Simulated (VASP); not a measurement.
# GaAs in VASP: notebook

GaAs is run at these levels: PBE, r2SCAN; tasks: single point.

Program: VASP 6.6.1. These are calculated values, not measurements. Logs are shortened: lines on timing, memory, paths and dates and some standing lists are left out, and cuts for length are marked.

## (1) The cell of the first run

It takes space group F-43m (No. 216, cubic). Conventional cell: a = 5.516 Å, b = 5.516 Å, c = 5.516 Å, α = 90.00°, β = 90.00°, γ = 90.00°. Ga (site symmetry -43m) has 4 As at 2.39 Å within 3.2 Å. As (site symmetry -43m) has 4 Ga at 2.39 Å within 3.2 Å.

## (2) Single point, PBE (strain -2.6%)

Input file INCAR:

```
SYSTEM = GaAs
PREC     = Accurate       ! precision mode
ENCUT    = 520            ! plane-wave cutoff, eV
EDIFF    = 1E-6           ! SCF threshold, eV
ISMEAR   = -1             ! smearing method
SIGMA    = 0.02           ! smearing width, eV
LREAL    = .False.        ! projectors in reciprocal space
LASPH    = .True.         ! aspherical terms in the spheres
NELM     = 60             ! most SCF steps
ALGO     = Normal         ! electronic algorithm
ISIF     = 2              ! what is computed and relaxed
LWAVE    = .False.        ! write WAVECAR
LCHARG   = .True.         ! write CHGCAR
GGA      = PE             ! functional
LELF     = .True.         ! ELF
LVHAR    = .True.       
NBANDS   = 16             ! bands
```

Input file KPOINTS:

```
regular mesh
0
Gamma
  8 8 8
  0 0 0
```

Input file POSCAR:

```
GaAs
1.0
    0.0000000000      2.7580083397      2.7580083397
    2.7580083397      0.0000000000      2.7580083397
    2.7580083397      2.7580083397      0.0000000000
Ga As
1 1
Direct
    0.0000000000      0.0000000000      0.0000000000
    0.2500000000      0.2500000000      0.2500000000
```

Potentials or basis: VASP PAW PBE potentials, release 64 (Ga_d, As).

Launch:

```bash
> cat potpaw_PBE.64/Ga_d/POTCAR potpaw_PBE.64/As/POTCAR > POTCAR
> mpirun -np 1 vasp_std > vasp.out
```

OUTCAR:

```text
SYSTEM = GaAs
   PREC = Accurate
   ENCUT = 520
   EDIFF = 1E-6
   ISMEAR = -1
   LREAL = .False.
   LASPH = .True.
   NELM = 60
   ISIF = 2
   GGA = PE

 ion  position               nearest neighbor table
   1  0.000  0.000  0.000-   2 2.39   2 2.39   2 2.39   2 2.39
   2  0.250  0.250  0.250-   1 2.39   1 2.39   1 2.39   1 2.39

  LATTYP: Found a face centered cubic cell.
 ALAT       =     5.5160166794

  Lattice vectors:

 A1 = (   0.0000000000,   2.7580083397,   2.7580083397)
 A2 = (   2.7580083397,   0.0000000000,   2.7580083397)
 A3 = (   2.7580083397,   2.7580083397,   0.0000000000)

Analysis of symmetry for initial positions (statically):
=====================================================================
 Subroutine PRICEL returns:
 Original cell was already a primitive cell.

 Routine SETGRP: Setting up the symmetry group for a
 face centered cubic supercell.

 Subroutine GETGRP returns: Found 24 space group operations
 (whereof 24 operations were pure point group operations)
 out of a pool of 48 trial point group operations.

The static configuration has the point symmetry T_d .

Analysis of symmetry for dynamics (positions and initial velocities):
=====================================================================
 Subroutine PRICEL returns:
 Original cell was already a primitive cell.

 Routine SETGRP: Setting up the symmetry group for a
 face centered cubic supercell.

 Subroutine GETGRP returns: Found 24 space group operations
 (whereof 24 operations were pure point group operations)
 out of a pool of 48 trial point group operations.

The dynamic configuration has the point symmetry T_d .

 Subroutine INISYM returns: Found 24 space group operations
 (whereof 24 operations are pure point group operations),
 and found     1 'primitive' translations

----------------------------------------------------------------------------------------

                                     Primitive cell

  volume of cell :      41.9582

  direct lattice vectors                    reciprocal lattice vectors
     0.000000000  2.758008340  2.758008340    -0.181290242  0.181290242  0.181290242
     2.758008340  0.000000000  2.758008340     0.181290242 -0.181290242  0.181290242
     2.758008340  2.758008340  0.000000000     0.181290242  0.181290242 -0.181290242

  length of vectors
[... 72 lines left out ...]
 SYSTEM =  GaAs
   PREC   = accura    normal or accurate (medium, high low for compatibility)
   ISTART =      0    job   : 0-new  1-cont  2-samecut
   ICHARG =      2    charge: 1-file 2-atom 10-const
   ISPIN  =      1    spin polarized calculation?
   LNONCOLLINEAR =      F non collinear calculations
   LSORBIT =      F    spin-orbit coupling
   LASPH  =      T    aspherical Exc in radial PAW
   ENCUT  =  520.0 eV  38.22 Ry    6.18 a.u.   7.25  7.25  7.25*2*pi/ulx,y,z
   NELM   =     60;   NELMIN=  2; NELMDL= -5     # of ELM steps
   EDIFF  = 0.1E-05   stopping-criterion for ELM
   LREAL  =      F    real-space projection
[... 7 lines left out ...]
   TEBEG  =    0.0;   TEEND  =   0.0 temperature during run
   PSTRESS=    0.0 pullay stress
   NELECT =      18.0000    total number of electrons
   NUPDOWN=      -1.0000    fix difference up-down
   EMIN   =  10.00;   EMAX   =-10.00  energy-range for DOS
   EFERMI =   0.00;   METHOD = LEGACY
   ISMEAR =    -1;   SIGMA  =   0.02  broadening in eV -4-tet -1-fermi 0-gaus
   EFERMI_NEDOS =   21; number of points for ismear=-14 and -15
   IALGO  =     38    algorithm
   IMIX   =      4    mixing-type and parameters
     AMIX     =   0.40;   BMIX     =  1.00
     AMIX_MAG =   1.60;   BMIX_MAG =  1.00
  volume/ion in A,a.u.               =      20.98       141.57
  Fermi-wavevector in a.u.,A,eV,Ry     =   1.234696  2.333237 20.741736  1.524475
  Thomas-Fermi vector in A             =   2.369376
   LORBIT       =      0    0 simple, 1 ext, 2 COOP (PROOUT), +10 PAW based schemes
   GGA     = PE    functional components
   LHFCALC =     F    Hartree Fock is set to
   AEXX    =    0.0000 exact exchange contribution
   IVDW    =     0    specifies the selected vdW correction
   LEPSILON=     F    determine dielectric tensor
   LRPA    =     F    only Hartree local field effects (RPA)
 non-spin polarized calculation
  energy-cutoff  :      520.00
  volume of cell :       41.96
 maximum number of plane-waves:      1158
 NGX is ok and might be reduce to    30
   NGX = 15   NGY = 15   NGZ = 15

 number of electron      18.0000005 magnetization

 Free energy of the ion-electron system (eV)
  ---------------------------------------------------
  ext. energy  EPLUGINS =         0.00000000
  ---------------------------------------------------
  free energy    TOTEN  =        -8.11469255 eV

  energy without entropy =       -8.11469255  energy(sigma->0) =       -8.11469255

 E-fermi :   5.0468     XC(G=0):  -9.9247

 val. band max:        4.6579543545   @ k =   0.0000   0.0000   0.0000
 cond. band min:       5.7505396397   @ k =   0.0000   0.0000   0.0000
 fundamental gap:      1.0925852852
 Fermi energy:         5.0467740596

 k-point     1 :       0.0000    0.0000    0.0000
  band No.  band energies     occupation
      1     -10.3041      2.00000
      2     -10.3041      2.00000
      3     -10.3041      2.00000
      4     -10.2048      2.00000
      5     -10.2048      2.00000
      6      -8.6271      2.00000
[... 433 lines left out ...]
      3     -10.2628      2.00000
      4     -10.2109      2.00000
      5     -10.2006      2.00000
      6      -6.2347      2.00000
[... 8 lines left out ...]
     15      16.5131      0.00000
     16      17.2379      0.00000

 [... further k-points ...]

------------------------ aborting loop because EDIFF is reached ----------------------------------------

  FORCE on cell =-STRESS in cart. coord.  units (eV):
  Direction    XX          YY          ZZ          XY          YZ          ZX
  --------------------------------------------------------------------------------------
  -------------------------------------------------------------------------------------
  Total        2.6526697      2.6526697      2.6526697      0.0000000     -0.0000000      0.0000000
  in kB      101.2924415    101.2924415    101.2924415      0.0000000     -0.0000000      0.0000000
  external PRESSURE =     101.2924415 kB  Pullay stress =       0.0000000 kB

 VOLUME and BASIS-vectors are now :
 -----------------------------------------------------------------------------
  energy-cutoff  :      520.00
  volume of cell :       41.96
      direct lattice vectors                 reciprocal lattice vectors
     0.000000000  2.758008340  2.758008340    -0.181290242  0.181290242  0.181290242
     2.758008340  0.000000000  2.758008340     0.181290242 -0.181290242  0.181290242
     2.758008340  2.758008340  0.000000000     0.181290242  0.181290242 -0.181290242

 POSITION                                       TOTAL-FORCE (eV/Angst)
 -----------------------------------------------------------------------------------
      0.00000      0.00000      0.00000        -0.000000     -0.000000     -0.000000
      1.37900      1.37900      1.37900         0.000000      0.000000      0.000000
 -----------------------------------------------------------------------------------
    total drift:                                0.000001      0.000001      0.000001

  FREE ENERGIE OF THE ION-ELECTRON SYSTEM (eV)
  ---------------------------------------------------
  free  energy   TOTEN  =        -8.1146925523 eV

  energy  without entropy=       -8.1146925523  energy(sigma->0) =       -8.11469255
```

OSZICAR:

```text
N       E                     dE             d eps       ncg     rms          rms(c)
DAV:   1     0.864766885955E+02    0.86477E+02   -0.88872E+03   936   0.158E+03
DAV:   2    -0.137259643760E+01   -0.87849E+02   -0.83265E+02  1064   0.320E+02
DAV:   3    -0.819264191628E+01   -0.68200E+01   -0.67972E+01  1112   0.686E+01
DAV:   4    -0.829023562749E+01   -0.97594E-01   -0.97585E-01  1144   0.911E+00
DAV:   5    -0.829151268939E+01   -0.12771E-02   -0.12770E-02  1184   0.952E-01    0.315E+00
DAV:   6    -0.813826340427E+01    0.15325E+00   -0.21287E-01  1400   0.858E+00    0.192E+00
DAV:   7    -0.811343388950E+01    0.24830E-01   -0.74658E-02  1176   0.209E+00    0.571E-01
DAV:   8    -0.811419756493E+01   -0.76368E-03   -0.11101E-02  1104   0.121E+00    0.141E-01
DAV:   9    -0.811458514283E+01   -0.38758E-03   -0.96476E-04  1080   0.336E-01    0.462E-02
DAV:  10    -0.811464727212E+01   -0.62129E-04   -0.79205E-05  1256   0.111E-01    0.252E-02
DAV:  11    -0.811469232814E+01   -0.45056E-04   -0.62209E-05  1000   0.630E-02    0.262E-03
DAV:  12    -0.811469255234E+01   -0.22420E-06   -0.12433E-06  1016   0.184E-02
   1 F= -.81146926E+01 E0= -.81146926E+01  d E =-.172701E-10
```

Wall time 12 s (1 thread of Intel Xeon 6975P-C (Granite Rapids), shared host); peak memory 0.17 GiB.

What came out:

```yaml
Free_energy: -8.1147 eV
Pressure: 10.1 GPa
Band_gap_on_the_k_mesh: 1.09 eV, direct
```

Caveat: the cell differs from its parent crystal (strain -2.6%). A k mesh can miss the band edges.

## (3) Single point, r2SCAN (strain -2.6%)

POSCAR is that of step 2.

Input file INCAR.step1:

```
SYSTEM = GaAs
PREC = Accurate ; ENCUT = 520
ISMEAR = 0 ; SIGMA = 0.01
LREAL = .FALSE. ; LASPH = .TRUE.
NELM = 60 ; NBANDS = 16
GGA = PE ; ALGO = Normal
EDIFF = 1E-4 ; LWAVE = .TRUE.
LCHARG = .FALSE.
```

Input file INCAR.step2:

```
SYSTEM = GaAs
PREC = Accurate ; ENCUT = 520
EDIFF = 1E-6 ; ISMEAR = 0
SIGMA = 0.01 ; LREAL = .FALSE.
LASPH = .TRUE. ; NELM = 60
ALGO = Normal ; ISIF = 2
LWAVE = .FALSE. ; LCHARG = .FALSE.
METAGGA = R2SCAN ; LMIXTAU = .TRUE.
NBANDS = 16 ; ISTART = 1
```

Input file KPOINTS:

```
regular mesh
0
G
  8 8 8
  0 0 0
```

Potentials or basis: VASP PAW PBE potentials, release 64 (Ga_d, As).

Launch:

```bash
> cat potpaw_PBE.64/Ga_d/POTCAR potpaw_PBE.64/As/POTCAR > POTCAR
> cp INCAR.step1 INCAR
> mpirun -np 1 vasp_std > vasp.out
> cp INCAR.step2 INCAR
> mpirun -np 1 vasp_std > vasp.out
```

OUTCAR:

```text
SYSTEM = GaAs
   PREC = Accurate
   ENCUT = 520
   EDIFF = 1E-6
   ISMEAR = 0
   LREAL = .FALSE.
   LASPH = .TRUE.
   NELM = 60
   ISIF = 2
   METAGGA = R2SCAN
   ISTART = 1

 ion  position               nearest neighbor table
   1  0.000  0.000  0.000-   2 2.39   2 2.39   2 2.39   2 2.39
   2  0.250  0.250  0.250-   1 2.39   1 2.39   1 2.39   1 2.39

  LATTYP: Found a face centered cubic cell.
 ALAT       =     5.5160166794

  Lattice vectors:

[... 642 lines left out ...]
 [... further k-points ...]

------------------------ aborting loop because EDIFF is reached ----------------------------------------

  FORCE on cell =-STRESS in cart. coord.  units (eV):
  Direction    XX          YY          ZZ          XY          YZ          ZX
  --------------------------------------------------------------------------------------
  -------------------------------------------------------------------------------------
  Total        1.8784577      1.8784577      1.8784577      0.0000000      0.0000000      0.0000000
  in kB       71.7290839     71.7290839     71.7290839      0.0000000      0.0000000      0.0000000
  external PRESSURE =      71.7290839 kB  Pullay stress =       0.0000000 kB

 VOLUME and BASIS-vectors are now :
 -----------------------------------------------------------------------------
  energy-cutoff  :      520.00
  volume of cell :       41.96
      direct lattice vectors                 reciprocal lattice vectors
     0.000000000  2.758008340  2.758008340    -0.181290242  0.181290242  0.181290242
     2.758008340  0.000000000  2.758008340     0.181290242 -0.181290242  0.181290242
     2.758008340  2.758008340  0.000000000     0.181290242  0.181290242 -0.181290242

 POSITION                                       TOTAL-FORCE (eV/Angst)
 -----------------------------------------------------------------------------------
      0.00000      0.00000      0.00000         0.000000      0.000000      0.000000
      1.37900      1.37900      1.37900        -0.000000     -0.000000     -0.000000
 -----------------------------------------------------------------------------------
    total drift:                                0.000004      0.000004      0.000004

  FREE ENERGIE OF THE ION-ELECTRON SYSTEM (eV)
  ---------------------------------------------------
  free  energy   TOTEN  =       -26.9788290928 eV

  energy  without entropy=      -26.9788290928  energy(sigma->0) =      -26.97882909
```

OUTCAR.step1:

```text
SYSTEM = GaAs
   PREC = Accurate
   ENCUT = 520
   ISMEAR = 0
   LREAL = .FALSE.
   LASPH = .TRUE.
[... 678 lines left out ...]
      0.00000      0.00000      0.00000        -0.000000     -0.000000     -0.000000
      1.37900      1.37900      1.37900         0.000000      0.000000      0.000000
 -----------------------------------------------------------------------------------
    total drift:                                0.000002      0.000002      0.000001

  FREE ENERGIE OF THE ION-ELECTRON SYSTEM (eV)
  ---------------------------------------------------
  free  energy   TOTEN  =        -8.1146462001 eV

  energy  without entropy=       -8.1146462001  energy(sigma->0) =       -8.11464620
```

Run time: 40 s. Hardware: 1 thread of Intel Xeon 6975P-C (Granite Rapids), shared host; peak memory 0.17 GiB.

What came out:

```
Free energy            : -26.9788 eV
Pressure               : 7.2 GPa
Band gap on the k mesh : 1.59 eV, indirect (least direct gap 1.61 eV)
```

Levels at points of the mesh, in eV from the valence-band top:
```tsv
k point	band 6	band 7	band 8	band 9	band 10	band 11	band 12	band 13
(0.00, 0.00, 0.00)	-13.79	0.00	0.00	0.00	1.61	4.05	4.05	4.05
(0.50, 0.00, 0.00)	-11.68	-7.26	-1.31	-1.31	1.59	5.00	5.00	8.38
(0.50, 0.50, 0.00)	-10.81	-7.37	-3.06	-3.06	1.61	1.90	11.49	11.49
```

Caveat: the cell differs from its parent crystal (strain -2.6%); the PAW data sets were made with another functional, which shifts forces and pressure a little. A k mesh can miss the band edges.

## (4) Single point, PBE (biaxial xy strain -2.7%)

Input file INCAR:

```
SYSTEM = GaAs
  PREC = Accurate
  ENCUT = 520
  EDIFF = 1E-6
  ISMEAR = -1
  SIGMA = 0.02
  LREAL = .FALSE.
  LASPH = .TRUE.
  NELM = 80
  ALGO = Normal
  ISIF = 2
  LWAVE = .FALSE.
  LCHARG = .FALSE.
  GGA = PE
  NBANDS = 16
```

Input file KPOINTS:

```
Automatic mesh
0
G
  8 8 8
  0 0 0
```

Input file POSCAR:

```
GaAs
1.0
    0.0000000000      2.7554585631      2.8330850947
    2.7554585631      0.0000000000      2.8330850947
    2.7554585631      2.7554585631      0.0000000000
Ga As
1 1
Direct
    0.0000000000      0.0000000000      0.0000000000
    0.2500000000      0.2500000000      0.2500000000
```

Launch:

```bash
> cat potpaw_PBE.64/Ga_d/POTCAR potpaw_PBE.64/As/POTCAR > POTCAR
> mpirun -np 1 vasp_std > vasp.out
```

Wall time 16 s (1 thread of Intel Xeon 6975P-C (Granite Rapids), shared host); peak memory 0.19 GiB.

It converged, with:

```yaml
Free_energy: -8.1692 eV
Pressure: 7.6 GPa
Band_gap_on_the_k_mesh: 0.83 eV, direct
```

Stress tensor (GPa, compression positive):
```
8.20 0.00 0.00
0.00 8.20 0.00
0.00 0.00 6.45
```

Levels at points of the mesh, in eV from the valence-band top:
```csv
k point,band 7,band 8,band 9,band 10,band 11,band 12
"(0.00, 0.00, 0.00)",-0.17,0.00,0.00,0.83,3.66,3.66
"(0.50, 0.00, 0.00)",-6.97,-1.40,-1.15,1.07,4.50,4.69
"(0.50, 0.50, 0.00)",-7.23,-2.78,-2.78,1.43,1.74,10.50
"(0.50, 0.00, 0.50)",-7.05,-2.98,-2.97,1.25,1.48,10.37
```

Caveat: the cell differs from its parent crystal (biaxial xy strain -2.7%). A k mesh can miss the band edges.

## (5) Single point, r2SCAN (biaxial xy strain -2.7%)

POSCAR is that of step 4.

Input file INCAR.step1:

```
SYSTEM = GaAs
ALGO     = Normal         ! electronic algorithm
EDIFF    = 1E-4           ! SCF threshold, eV
ENCUT    = 520            ! plane-wave cutoff, eV
GGA      = PE             ! functional
ISMEAR   = 0              ! smearing method
LASPH    = .TRUE.         ! aspherical terms in the spheres
LCHARG   = .FALSE.        ! write CHGCAR
LREAL    = .FALSE.        ! projectors in reciprocal space
LWAVE    = .TRUE.         ! write WAVECAR
NBANDS   = 16             ! bands
NELM     = 100            ! most SCF steps
PREC     = Accurate       ! precision mode
SIGMA    = 0.01           ! smearing width, eV
```

Input file INCAR.step2:

```
SYSTEM = GaAs
ALGO     = Normal         ! electronic algorithm
EDIFF    = 1E-6           ! SCF threshold, eV
ENCUT    = 520            ! plane-wave cutoff, eV
ISIF     = 2              ! what is computed and relaxed
ISMEAR   = 0              ! smearing method
ISTART   = 1            
LASPH    = .TRUE.         ! aspherical terms in the spheres
LCHARG   = .TRUE.         ! write CHGCAR
LELF     = .TRUE.         ! ELF
LMIXTAU  = .TRUE.       
LREAL    = .FALSE.        ! projectors in reciprocal space
LVHAR    = .TRUE.       
LWAVE    = .FALSE.        ! write WAVECAR
METAGGA  = R2SCAN         ! meta-GGA
NBANDS   = 16             ! bands
NELM     = 100            ! most SCF steps
PREC     = Accurate       ! precision mode
SIGMA    = 0.01           ! smearing width, eV
```

Input file KPOINTS:

```
k-points
0
G
  8 8 8
  0 0 0
```

Launch:

```bash
> cat potpaw_PBE.64/Ga_d/POTCAR potpaw_PBE.64/As/POTCAR > POTCAR
> cp INCAR.step1 INCAR
> mpirun -np 1 vasp_std > vasp.out
> cp INCAR.step2 INCAR
> mpirun -np 1 vasp_std > vasp.out
```

It took 77 s on 1 thread of Intel Xeon 6975P-C (Granite Rapids), shared host; peak memory 0.19 GiB.

The run converged. Its results:

| Quantity | Value |
| --- | --- |
| Free energy | -27.0131 eV |
| Pressure | 4.7 GPa |
| Band gap on the k mesh | 1.33 eV, direct |

Stress tensor (GPa, compression positive):
```
5.38 0.00 0.00
0.00 5.38 0.00
0.00 0.00 3.36
```

Levels at points of the mesh, in eV from the valence-band top:
```
           k point  band 5  band 6  band 7  band 8  band 9  band 10  band 11  band 12  band 13  band 14
(0.00, 0.00, 0.00)  -15.28  -13.64   -0.18    0.00    0.00     1.33     3.97     3.97     4.05     8.37
(0.50, 0.00, 0.00)  -15.28  -11.63   -7.16   -1.45   -1.20     1.44     4.85     5.04     8.30    11.45
(0.50, 0.50, 0.00)  -15.27  -10.87   -7.42   -2.88   -2.88     1.74     2.05    11.21    11.21    12.02
(0.50, 0.00, 0.50)  -15.27  -10.75   -7.24   -3.09   -3.07     1.54     1.77    11.08    11.24    12.22
```

Caveat: the cell differs from its parent crystal (biaxial xy strain -2.7%); the PAW data sets were made with another functional, which shifts forces and pressure a little. A k mesh can miss the band edges.

## (6) Overview

```tsv
level	cell	smearing	gap on the mesh (eV)	pressure (GPa)
PBE	a = 3.900 Å, angles 60.0°, 2 atoms	fermi-dirac 0.02 eV	1.09	10.1
r2SCAN	a = 3.900 Å, angles 60.0°, 2 atoms	gaussian 0.01 eV	1.59	7.2
PBE	a = 3.952, b = 3.952, c = 3.897 Å, angles 60.5, 60.5, 59.1°, 2 atoms	fermi-dirac 0.02 eV	0.83	7.6
r2SCAN	a = 3.952, b = 3.952, c = 3.897 Å, angles 60.5, 60.5, 59.1°, 2 atoms	gaussian 0.01 eV	1.33	4.7
```

Alike in all rows: task single point; potentials or basis VASP PAW PBE potentials, release 64 (Ga_d, As); no spin polarisation; k mesh 8 × 8 × 8; cutoff (eV) 520.

Caveats: the PAW data sets were made with another functional, which shifts forces and pressure a little (some runs).

Total energies depend on the potentials used, so only differences within one code and one set of settings carry meaning.
